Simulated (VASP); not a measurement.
Runs of VASP 6.6.1 on Al. The structure is that of space group C222_1 (No. 20), or close to it. The cells are those of the table. 

| cell | further INCAR settings | gap on the mesh (eV) | pressure (GPa) | largest force (eV/Å) |
| --- | --- | --- | --- | --- |
| a = 2.852, b = 2.852, c = 9.241 Å, angles 90.0, 90.0, 120.0°, 4 atoms | ALGO = Fast; EDIFF = 1e-06; NBANDS = 14 | none | 0.8 | 0.51 |
| a = 2.927, b = 2.927, c = 9.241 Å, angles 90.0, 90.0, 120.0°, 4 atoms | ALGO = Fast; EDIFF = 1e-06; NBANDS = 14 | none | -5.1 | 0.18 |
| a = 2.890, b = 2.890, c = 9.241 Å, angles 90.0, 90.0, 120.0°, 4 atoms | ALGO = Fast; EDIFF = 1e-06; NBANDS = 14 | none | (b) | (a) |
| a = 2.890, b = 2.890, c = 9.241 Å, angles 90.0, 90.0, 120.0°, 4 atoms | ALGO = Fast; EDIFF = 1e-07; NBANDS = 14 | none | (c) | 0.19 |
| a = 2.852, b = 2.852, c = 9.241 Å, angles 90.0, 90.0, 120.0°, 4 atoms | ALGO = Fast; EDIFF = 1e-07; NBANDS = 14 | none | -1.6 | 0.19 |

Alike in all rows: task single point; level PBE+D3(BJ); potentials or basis VASP PAW PBE potentials, release 64 (Al); no spin polarisation; k mesh 18 × 18 × 4; cutoff (eV) 520; smearing gaussian 0.15 eV.

Q: Estimate the missing entries.

A: (a) 0.40; (b) -2.1; (c) -3.5.

Caveats: pairwise dispersion overbinds metals, which lowers pressure and volume.

A gap of «none» marks levels without a gap at the run's occupations.
